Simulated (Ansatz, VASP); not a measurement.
**Two plane-wave programs on Co**

The input INCAR:

```
SYSTEM = Co
PREC = Accurate
ENCUT = 520
EDIFF = 1E-7
ISMEAR = -1
SIGMA = 0.08
LREAL = .FALSE.
LASPH = .TRUE.
NELM = 100
ALGO = Normal
ISIF = 2
LWAVE = .FALSE.
LCHARG = .FALSE.
GGA = PE
NBANDS = 16
```

KPOINTS

```
regular mesh
0
G
  15 15 8
  0 0 0
```

File POSCAR:

```
Co
1.0
    2.5074000000      0.0000000000      0.0000000000
   -1.2537000000      2.1714720974      0.0000000000
    0.0000000000      0.0000000000      4.0699000000
Co
2
Direct
    0.3333333333      0.6666666667      0.2500000000
    0.6666666667      0.3333333333      0.7500000000
```

Input for Ansatz:

```yaml
crystal:
  lattice:
    - [2.5074, 0.0, 0.0]
    - [-1.2537, 2.1714720974, 0.0]
    - [0.0, 0.0, 4.0699]
  atoms:
    - { symbol: Co, position: [0.3333333333, 0.6666666667, 0.25] }
    - { symbol: Co, position: [0.6666666667, 0.3333333333, 0.75] }
kpoints:
  mp_grid: { grid: [15, 15, 8] }
scf:
  occupations: { method: fermi_dirac, width: 0.08 }
  lower_state_search: "off"
hamiltonian:
  xc: pbe
  pseudopotentials: { kind: paw }
output:
  forces: true
  stress: true
  eigenvalues: true
  write_density: true
  write_potential: true
  elf: true
  volumetric_format: npy
```

Alike in both runs: task single point; functional PBE; k mesh 15 × 15 × 8; occupations fermi-dirac, width 0.08 eV; no spin polarisation.

```csv
,VASP,Ansatz
version,VASP 6.6.1,Ansatz 0.2.0
potentials or method,"VASP PAW PBE potentials, release 64 (Co)","PAW with Ansatz's default frozen-core files, scalar-relativistic"
plane-wave cutoff (eV),520,420
valence electrons in the cell,18,34
```

|  | VASP | Ansatz | Ansatz less VASP |
| --- | --- | --- | --- |
| pressure (GPa) | -15.0 | -14.6 | +0.34 |
| traceless stress, the component that is largest in VASP (GPa) | -1.39 | -1.36 | +0.032 |

VASP's potentials hold 18 valence electrons a cell and Ansatz's 34, so a difference there can come from the potentials and not from the codes.
